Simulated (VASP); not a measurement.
Here is a VASP 6.6.1 calculation.

Contents of POSCAR:

```
MgO
1.0
    3.3704226164      0.0000000001      0.0000000000
   -1.6852113083      2.9188716073      0.0000000000
    0.0000000000      0.0000000000      5.1602255714
Mg O
2 2
Direct
    0.3333333333      0.6666666667     -0.0089108208
    0.6666666667      0.3333333333      0.4910891792
    0.3333333333      0.6666666667      0.3839108208
    0.6666666667      0.3333333333      0.8839108208
```

Contents of INCAR.step1:

```
SYSTEM = MgO
PREC = Accurate ; ENCUT = 520
ISMEAR = 0 ; SIGMA = 0.01
LREAL = .FALSE. ; LASPH = .TRUE.
NELM = 80 ; NBANDS = 16
GGA = PE ; ALGO = Normal
EDIFF = 1E-4 ; LWAVE = .TRUE.
LCHARG = .FALSE.
```

The input INCAR.step2:

```
SYSTEM = MgO
PREC = Accurate ; ENCUT = 520
EDIFF = 1E-6 ; ISMEAR = 0
SIGMA = 0.01 ; LREAL = .FALSE.
LASPH = .TRUE. ; NELM = 80
ALGO = Normal ; ISIF = 2
LWAVE = .FALSE. ; LCHARG = .FALSE.
METAGGA = R2SCAN ; LMIXTAU = .TRUE.
NBANDS = 16 ; ISTART = 1
```

Contents of KPOINTS:

```
Automatic mesh
0
G
  12 12 6
  0 0 0
```

Potentials or basis: VASP PAW PBE potentials, release 64 (Mg, O).

Launch:

```sh
$ cat potpaw_PBE.64/Mg/POTCAR potpaw_PBE.64/O/POTCAR > POTCAR
$ cp INCAR.step1 INCAR
$ mpirun -np 1 vasp_std > vasp.out
$ cp INCAR.step2 INCAR
$ mpirun -np 1 vasp_std > vasp.out
```

**Question.** What does it give for the pressure?

**Answer.** -8.7 GPa.

**Question.** Predict the band gap on the k mesh.

**Answer.** 3.81 eV, direct.

Forces in eV/Å, atoms in the order of the input:
```
Mg   0.000  0.000  0.002
Mg   0.000  0.000  0.002
O    0.000  0.000 -0.002
O    0.000  0.000 -0.002
```

Caveat: the cell differs from its parent crystal (strain +2.5%); the PAW data sets were made with another functional, which shifts forces and pressure a little. A k mesh can miss the band edges.
